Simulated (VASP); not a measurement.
# BN (P6_3/mmc) in VASP: a series of runs

The runs below take BN through elastic constants, with PBEsol.

All numbers are computed with VASP 6.6.1; they aren't measurements. Logs are shortened: lines on timing, memory, paths and dates and some standing lists are left out, and cuts for length are marked.

### 1 The cell of the first run

It takes space group P6_3/mmc (No. 194, hexagonal). The conventional cell has a = 2.492 Å, b = 2.492 Å, c = 5.873 Å, α = 90.00°, β = 90.00°, γ = 120.00°. Within 1.9 Å of B (site symmetry -6m2) lie 3 N at 1.44 Å. N (site symmetry -6m2) has 3 B at 1.44 Å within 1.9 Å.

### 2 Elastic constants, PBEsol

Input file INCAR:

```
PREC = Accurate
ENCUT = 600
EDIFF = 1E-8
ISMEAR = 0
SIGMA = 0.01
LREAL = F
LASPH = T
NELM = 60
ALGO = Normal
ISIF = 3
LWAVE = F
LCHARG = F
GGA = PS
IBRION = 6
NFREE = 2
POTIM = 0.015
NSW = 1
```

Input file KPOINTS:

```
regular mesh
0
Gamma
  10 10 4
```

Input file POSCAR:

```
BN
1.0
    2.4916715036      0.0000000000      0.0000000000
   -1.2458357518      2.1578508200      0.0000000000
    0.0000000000      0.0000000000      5.8734514963
B N
2 2
Direct
    0.3333333333      0.6666666667      0.2500000000
    0.6666666667      0.3333333333      0.7500000000
    0.3333333333      0.6666666667      0.7500000000
    0.6666666667      0.3333333333      0.2500000000
```

Potentials or basis: VASP PAW PBE potentials, release 64 (B, N).

Started as:

```bash
$ cat potpaw_PBE.64/B/POTCAR potpaw_PBE.64/N/POTCAR > POTCAR
$ mpirun -np 1 vasp_std > vasp.out
```

OUTCAR:

```text
PREC = Accurate
   ENCUT = 600
   EDIFF = 1E-8
   ISMEAR = 0
   LREAL = F
   LASPH = T
   NELM = 60
   ISIF = 3
   GGA = PS
   IBRION = 6
   NFREE = 2
   POTIM = 0.015
   NSW = 1

 ion  position               nearest neighbor table
   1  0.333  0.667  0.250-   4 1.44   4 1.44   4 1.44
   2  0.667  0.333  0.750-   3 1.44   3 1.44   3 1.44
   3  0.333  0.667  0.750-   2 1.44   2 1.44   2 1.44
   4  0.667  0.333  0.250-   1 1.44   1 1.44   1 1.44

  LATTYP: Found a hexagonal cell.
 ALAT       =     2.4916715036
 C/A-ratio  =     2.3572334828

  Lattice vectors:

 A1 = (   2.4916715036,   0.0000000000,   0.0000000000)
 A2 = (  -1.2458357518,   2.1578508200,   0.0000000000)
 A3 = (   0.0000000000,   0.0000000000,   5.8734514963)

Analysis of symmetry for initial positions (statically):
=====================================================================
 Subroutine PRICEL returns:
 Original cell was already a primitive cell.

 Routine SETGRP: Setting up the symmetry group for a
 hexagonal supercell.

 Subroutine GETGRP returns: Found 24 space group operations
 (whereof 12 operations were pure point group operations)
 out of a pool of 24 trial point group operations.

The static configuration has the point symmetry D_3d.
 The point group associated with its full space group is D_6h.

Analysis of symmetry for dynamics (positions and initial velocities):
=====================================================================
 Subroutine PRICEL returns:
 Original cell was already a primitive cell.

 Routine SETGRP: Setting up the symmetry group for a
 hexagonal supercell.

 Subroutine GETGRP returns: Found 24 space group operations
 (whereof 12 operations were pure point group operations)
 out of a pool of 24 trial point group operations.

The dynamic configuration has the point symmetry D_3d.
 The point group associated with its full space group is D_6h.

 Subroutine INISYM returns: Found 24 space group operations
 (whereof 12 operations are pure point group operations),
 and found     1 'primitive' translations

----------------------------------------------------------------------------------------

                                     Primitive cell

  volume of cell :      31.5795

  direct lattice vectors                    reciprocal lattice vectors
     2.491671504  0.000000000  0.000000000     0.401337014  0.231712033  0.000000000
    -1.245835752  2.157850820  0.000000000     0.000000000  0.463424066  0.000000000
     0.000000000  0.000000000  5.873451496     0.000000000  0.000000000  0.170257642

  length of vectors
     2.491671504  2.491671504  5.873451496     0.463424066  0.463424066  0.170257642

  position of ions in fractional coordinates (direct lattice)
     0.333333333  0.666666667  0.250000000
     0.666666667  0.333333333  0.750000000
     0.333333333  0.666666667  0.750000000
     0.666666667  0.333333333  0.250000000

  ion indices of the primitive-cell ions
   primitive index   ion index
                 1           1
                 2           2
                 3           3
                 4           4

----------------------------------------------------------------------------------------
[... 123 lines left out ...]

  FORCE on cell =-STRESS in cart. coord.  units (eV):
  Direction    XX          YY          ZZ          XY          YZ          ZX
  --------------------------------------------------------------------------------------
  -------------------------------------------------------------------------------------
  Total        1.4516090      1.4516090      1.3087378      0.0000000      0.0000000      0.0000000
  in kB       73.6469286     73.6469286     66.3984023      0.0000000      0.0000000      0.0000000
  external PRESSURE =      71.2307532 kB  Pullay stress =       0.0000000 kB
[... 95 lines left out ...]
  FREE ENERGIE OF THE ION-ELECTRON SYSTEM (eV)
  ---------------------------------------------------
  free  energy   TOTEN  =       -36.4323209307 eV

  energy  without entropy=      -36.4323209307  energy(sigma->0) =      -36.43232093

[... ionic steps 4 to 18 ...]

--------------------------------------- Ionic step       19  -------------------------------------------

 number of electron      15.9999998 magnetization

------------------------ aborting loop because EDIFF is reached ----------------------------------------
[... 71 lines left out ...]
--------------------------------------- Ionic step       21  -------------------------------------------

 number of electron      15.9999998 magnetization

 Free energy of the ion-electron system (eV)
  ---------------------------------------------------
  ext. energy  EPLUGINS =         0.00000000
  ---------------------------------------------------
  free energy    TOTEN  =       -36.47710708 eV

  energy without entropy =      -36.47710708  energy(sigma->0) =      -36.47710708

 E-fermi :   3.4863     XC(G=0): -11.1455

 val. band max:        3.3798036033   @ k =   0.3000   0.3000   0.0000
 cond. band min:       7.4017826056   @ k =   0.5000  -0.0000   0.0000
 fundamental gap:      4.0219790023
 Fermi energy:         3.4862846287

 k-point     1 :       0.0000    0.0000    0.0000
  band No.  band energies     occupation
      1     -14.7412      2.00000
      2     -14.0198      2.00000
      3      -3.7127      2.00000
      4       0.0511      2.00000
      5       2.0074      2.00000
      6       2.0074      2.00000
      7       2.1257      2.00000
      8       2.1257      2.00000
      9       9.3914      0.00000
     10      14.8459      0.00000
     11      14.8459      0.00000
     12      15.0133      0.00000
[... 331 lines left out ...]
 k-point    24 :       0.4000    0.1000    0.2500
  band No.  band energies     occupation
      1     -11.3626      2.00000
      2     -11.1733      2.00000
      3      -5.3710      2.00000
      4      -5.2328      2.00000
      5      -1.3746      2.00000
      6      -1.2278      2.00000
      7       1.4983      2.00000
      8       2.9880      2.00000
      9       7.7764      0.00000
     10       9.2683      0.00000
     11      14.0328      0.00000
     12      14.1122      0.00000

 [... further k-points ...]
[... 5 lines left out ...]
  --------------------------------------------------------------------------------------
  -------------------------------------------------------------------------------------
  Total        1.4506802      1.4506802      1.3052939      0.0000000      0.0000000      0.0000000
  in kB       73.5998094     73.5998094     66.2236772      0.0000000      0.0000000      0.0000000
  external PRESSURE =      71.1410987 kB  Pullay stress =       0.0000000 kB
[... 19 lines left out ...]
  FREE ENERGIE OF THE ION-ELECTRON SYSTEM (eV)
  ---------------------------------------------------
  free  energy   TOTEN  =       -36.4771070776 eV

  energy  without entropy=      -36.4771070776  energy(sigma->0) =      -36.47710708

 INTERNAL STRAIN TENSORS FROM STRAINED CELLS
 ============================================

 INTERNAL STRAIN TENSOR FOR ION    1 for displacements in x,y,z  (eV/Angst):
          X           Y           Z          XY          YZ          ZX
  --------------------------------------------------------------------------------
  x     0.00000    -0.00000     0.00000   -14.28862     0.00000    -0.00000
  y   -14.33250    14.38411     0.00000    -0.00010     0.00001    -0.00002
  z    -0.00000    -0.00000     0.00000    -0.00000     0.00110     0.00000

 INTERNAL STRAIN TENSORS FROM DISPLACED ATOMS
 ============================================

 INTERNAL STRAIN TENSOR FOR ION    1 for displacements in x,y,z  (eV/Angst):
          X           Y           Z          XY          YZ          ZX
  --------------------------------------------------------------------------------
  x     0.00000     0.00000     0.00000   -14.30921     0.00000     0.00000
  y   -14.30921    14.30921    -0.00000     0.00000     0.00000     0.00000
  z    -0.00000    -0.00000    -0.00000     0.00000     0.00000     0.00000

 INTERNAL STRAIN TENSOR FOR ION    4 for displacements in x,y,z  (eV/Angst):
          X           Y           Z          XY          YZ          ZX
  --------------------------------------------------------------------------------
  x     0.00000     0.00000     0.00000    14.87766     0.00000     0.00000
  y    14.87766   -14.87766     0.00000     0.00000     0.00000     0.00000
  z    -0.00000     0.00000    -0.00000     0.00000     0.00000     0.00000

 Eigenvectors and eigenvalues of the dynamical matrix
 ----------------------------------------------------

   1 f  =   41.650889 THz   261.700256 2PiTHz 1389.324121 cm-1   172.254160 meV
             X         Y         Z           dx          dy          dz
     -0.000000  1.438567  1.468363     0.529905    0.000013   -0.000000
      1.245836  0.719284  4.405089    -0.529905   -0.000013   -0.000000
     -0.000000  1.438567  4.405089     0.468189    0.000011    0.000000
      1.245836  0.719284  1.468363    -0.468189   -0.000011   -0.000000
[... 71 lines left out ...]
  12 f/i=    0.001672 THz     0.010506 2PiTHz    0.055777 cm-1     0.006915 meV
             X         Y         Z           dx          dy          dz
     -0.000000  1.438567  1.468363    -0.172388   -0.433729    0.000000
      1.245836  0.719284  4.405089    -0.172388   -0.433729    0.000000
     -0.000000  1.438567  4.405089    -0.196195   -0.493628    0.000000
      1.245836  0.719284  1.468363    -0.196195   -0.493628    0.000000

--------------------------------------------------------------------------------------------------------

 ELASTIC MODULI CONTR FROM IONIC RELAXATION (kBar)
 Direction    XX          YY          ZZ          XY          YZ          ZX
 --------------------------------------------------------------------------------
 XX        -536.1842    536.1842      0.0000      0.0000      0.0000      0.0000
 YY         536.1842   -536.1842     -0.0000     -0.0000      0.0000      0.0000
 ZZ           0.0000     -0.0000     -0.0000     -0.0000      0.0000      0.0000
 XY           0.0000     -0.0000     -0.0000   -536.1842      0.0000      0.0000
 YZ           0.0000      0.0000      0.0000      0.0000      0.0000      0.0000
 ZX           0.0000      0.0000      0.0000      0.0000      0.0000      0.0000
 --------------------------------------------------------------------------------

 TOTAL ELASTIC MODULI (kBar)
 Direction    XX          YY          ZZ          XY          YZ          ZX
 --------------------------------------------------------------------------------
 XX       10090.0842   2476.4256     81.0993      0.0000      0.0000      0.0000
 YY        2476.4256  10090.0842     81.0993     -0.0000      0.0000      0.0000
 ZZ          81.0993     81.0993    721.2358     -0.0000     -0.0000      0.0000
 XY           0.0000     -0.0000     -0.0000   3806.8293      0.0000     -0.0000
 YZ           0.0000     -0.0000     -0.0000     -0.0000    129.1956      0.0000
 ZX           0.0000      0.0000      0.0000      0.0000      0.0000    129.1977
 --------------------------------------------------------------------------------
```

Wall time 10 min (1 thread of Intel Xeon Platinum 8375C at 2.90GHz (Ice Lake), shared host); peak memory 0.26 GiB.

What came out:

```yaml
Voigt_bulk_modulus: 291 GPa
Highest_phonon_frequency_at_Γ_LO-TO_splitting_left_out: 1389 cm⁻¹
```

Phonon frequencies in cm⁻¹ (negative: imaginary):
| q point | frequencies |
| --- | --- |
| (0.000, 0.000, 0.000) | 0 0 0 82 82 204 682 784 1388 1388 1389 1389 |

Elastic tensor in Voigt notation (GPa, in the Cartesian axes of the cell as first typed):
```
1009  248    8    0    0    0
 248 1009    8    0    0    0
   8    8   72    0    0    0
   0    0    0   13    0    0
   0    0    0    0   13    0
   0    0    0    0    0  381
```

Clamped-ion elastic tensor (GPa):
```
1063  194    8    0    0    0
 194 1063    8    0    0    0
   8    8   72    0    0    0
   0    0    0   13    0    0
   0    0    0    0   13    0
   0    0    0    0    0  434
```

Caveat: the cell is under stress, which shifts elastic constants; the PAW data sets were made with another functional, which shifts forces and pressure a little.

### 3 Elastic constants, PBEsol

This run uses another cell than the first one, of 8.28 Å³/atom, 1.048 times its volume.

Input file INCAR:

```
ALGO = Normal ; EDIFF = 1E-8
ENCUT = 600 ; GGA = PS
IBRION = 6 ; ISIF = 3
ISMEAR = 0 ; LASPH = T
LCHARG = F ; LREAL = F
LWAVE = F ; NELM = 100
NFREE = 2 ; NSW = 1
POTIM = 0.015 ; PREC = Accurate
SIGMA = 0.01
```

Input file KPOINTS:

```
k-points
0
Gamma
  10 10 4
```

Input file POSCAR:

```
BN
1.0
    2.4966858134      0.0000000000      0.0000000000
   -1.2483429067      2.1621933396      0.0000000000
    0.0000000000      0.0000000000      6.1319490416
B N
2 2
Direct
    0.3333333333      0.6666666667      0.2500000000
    0.6666666667      0.3333333333      0.7500000000
    0.3333333333      0.6666666667      0.7500000000
    0.6666666667      0.3333333333      0.2500000000
```

Potentials or basis: VASP PAW PBE potentials, release 64 (B, N).

Started as:

```bash
$ cat potpaw_PBE.64/B/POTCAR potpaw_PBE.64/N/POTCAR > POTCAR
$ mpirun -np 1 vasp_std > vasp.out
```

Run time: 8.3 min. Hardware: 1 thread of Intel Xeon Platinum 8375C at 2.90GHz (Ice Lake), shared host; peak memory 0.27 GiB.

Results (log left out):

```yaml
Voigt_bulk_modulus: 273 GPa
Highest_phonon_frequency_at_Γ_LO-TO_splitting_left_out: 1378 cm⁻¹
```

Phonon frequencies in cm⁻¹ (negative: imaginary):
```tsv
q point	frequencies
(0.000, 0.000, 0.000)	0 0 0 67 67 166 710 788 1378 1378 1378 1378
```

Elastic tensor in Voigt notation (GPa, in the Cartesian axes of the cell as first typed):
```
960 232   5   0   0   0
232 960   5   0   0   0
  5   5  51   0   0   0
  0   0   0   9   0   0
  0   0   0   0   9   0
  0   0   0   0   0 364
```

Clamped-ion elastic tensor (GPa):
```
1008  184    5    0    0    0
 184 1008    5    0    0    0
   5    5   51    0    0    0
   0    0    0    9    0    0
   0    0    0    0    9    0
   0    0    0    0    0  412
```

Caveat: the cell is under stress, which shifts elastic constants; the PAW data sets were made with another functional, which shifts forces and pressure a little; this functional lacks dispersion, which binds the layers, so the pressure and a relaxed spacing across them are unreliable.

[end of part 1 of 2]
